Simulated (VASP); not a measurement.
Si3O2, 5 atoms in the cell. Symmetry: P321, No. 150, trigonal system. Conventional cell: a = 3.478 Å, b = 3.478 Å, c = 5.432 Å, α = 90.00°, β = 90.00°, γ = 120.00°. Within 2.0 Å of Si (site symmetry 2) lie 2 Si at 1.51 Å and 2 O at 1.90 Å. Within 2.5 Å of O (site symmetry 3) lie 3 Si at 1.90 Å. 

```yaml
Program: VASP 6.6.1
Task: single point
Functional: PBE
Potentials_or_basis: VASP PAW PBE potentials, release 64 (Si, O)
Cutoff: 520 eV
k_mesh: 6 × 6 × 4
Occupations: gaussian, width 0.1 eV
Spin: no spin polarisation
Dipole_correction: no
Further_INCAR_settings: ALGO = Normal; EDIFF = 1e-06; NBANDS = 20
```

Potentials or basis: VASP PAW PBE potentials, release 64 (Si, O).

The run is started by

```console
$ cat potpaw_PBE.64/Si/POTCAR potpaw_PBE.64/O/POTCAR > POTCAR
$ mpirun -np 1 vasp_std > vasp.out
```

Hardware: 1 thread of Intel(R) Xeon(R) 6975P-C (Granite Rapids) (shared host).

Q: How long does it take, and how much memory?

A: Run time: 19 s on 1 thread of Intel(R) Xeon(R) 6975P-C (Granite Rapids), with other jobs on the host, peak memory 0.17 GiB. Counts: scf iterations 15, k points 24.
